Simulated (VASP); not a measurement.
Input of a VASP 6.6.1 run:

The input INCAR:

```
SYSTEM = Rh
ALGO = Normal
EDIFF = 1E-7
ENCUT = 520
GGA = PE
ISIF = 2
ISMEAR = -1
LASPH = .TRUE.
LCHARG = .FALSE.
LREAL = .FALSE.
LWAVE = .FALSE.
NBANDS = 14
NELM = 100
PREC = Accurate
SIGMA = 0.06122561905347299
```

Contents of KPOINTS:

```
k-points
0
G
  25 25 25
  0 0 0
```

File POSCAR:

```
Rh
1.0
    0.0000000000      1.9025902899      1.9025902899
    1.9025902899      0.0000000000      1.9025902899
    1.9025902899      1.9025902899      0.0000000000
Rh
1
Direct
    0.0000000000      0.0000000000      0.0000000000
```

Potentials or basis: VASP PAW PBE potentials, release 64 (Rh_pv).

Command:

```bash
$ cat potpaw_PBE.64/Rh_pv/POTCAR > POTCAR
$ mpirun -np 1 vasp_std > vasp.out
```

Task: What does it give for the pressure?

Result: 5.4 GPa.
